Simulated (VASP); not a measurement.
Input of a VASP 6.6.1 run:

Contents of INCAR:

```
PREC     = Accurate       # precision mode
ENCUT    = 520            # plane-wave cutoff, eV
EDIFF    = 1E-6           # SCF threshold, eV
ISMEAR   = 0              # smearing method
SIGMA    = 0.02           # smearing width, eV
LREAL    = F              # projectors in reciprocal space
LASPH    = T              # aspherical terms in the spheres
NELM     = 80             # most SCF steps
ALGO     = Normal         # electronic algorithm
ISIF     = 2              # what is computed and relaxed
LWAVE    = F              # write WAVECAR
LCHARG   = F              # write CHGCAR
GGA      = PS             # functional
NBANDS   = 16             # bands
```

KPOINTS

```
Automatic mesh
0
Gamma
  6 6 6
```

Contents of POSCAR:

```
MgS
1.0
    2.7464320246      2.7464320246      0.0000000000
   -2.5648078007      2.5648078007      0.0000000000
    0.0000000000      0.0000000000      5.1095563838
Mg S
2 2
Direct
    0.0000000000      0.0000000000      0.0000000000
    0.5000000000      0.5000000000      0.5000000000
    0.5000000000      0.5000000000      0.0000000000
    0.0000000000      0.0000000000      0.5000000000
```

Potentials or basis: VASP PAW PBE potentials, release 64 (Mg, S).

Command:

```bash
$ cat potpaw_PBE.64/Mg/POTCAR potpaw_PBE.64/S/POTCAR > POTCAR
$ mpirun -np 1 vasp_std > vasp.out
```

**Question.** Predict the band gap on the k mesh.

**Answer.** 2.05 eV.

**Question.** Predict the pressure.

**Answer.** -2.4 GPa.

Stress tensor (GPa, compression positive):
```
-3.57 -3.37  0.00
-3.37 -3.57  0.00
 0.00  0.00 -0.20
```

Caveat: the cell differs from its parent crystal (uniaxial strain along a: +6.0 %, then relaxed in part); the PAW data sets were made with another functional, which shifts forces and pressure a little. A k mesh can miss the band edges.
